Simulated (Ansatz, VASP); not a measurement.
## One calculation of Y3NbO, two programs

```
Y Nb O
1.0
     4.54900    0.00000    0.00000
     0.00000    4.54900    0.00000
     0.00000    0.00000    5.43686
Y Nb O
3 1 1
Cartesian
  2.2745 2.2745 3.7965
  2.2745 2.2745 1.6404
  0.0000 0.0000 0.0000
  0.0000 0.0000 2.7184
  2.2745 2.2745 0.0000
```

Alike in both runs: task single point; functional PBE; k mesh 4 × 4 × 4; occupations gaussian, width 0.1 eV; no spin polarisation.

```csv
,VASP,Ansatz
version,VASP 6.6.1,Ansatz 0.2.0
potentials or method,"VASP PAW PBE potentials, release 64 (Y_sv, Nb_sv, O), cutoff 520 eV","scalar-relativistic, plane waves, PAW"
valence electrons in the cell,52,52
```

Ansatz gave:

- gap on the k mesh at the Fermi level (eV): none
- rms of the force components (eV/Å): 1.137

Question: What did VASP give for the same quantities?

Answer: gap on the k mesh at the Fermi level (eV): none; rms of the force components (eV/Å): 1.378.

Atom by atom the forces differ by 0.241 eV/Å (rms over components). A gap of «none» marks a metal or a gap that the smearing closes. With one functional, cell and mesh, what is left measures potentials, basis and numerics.
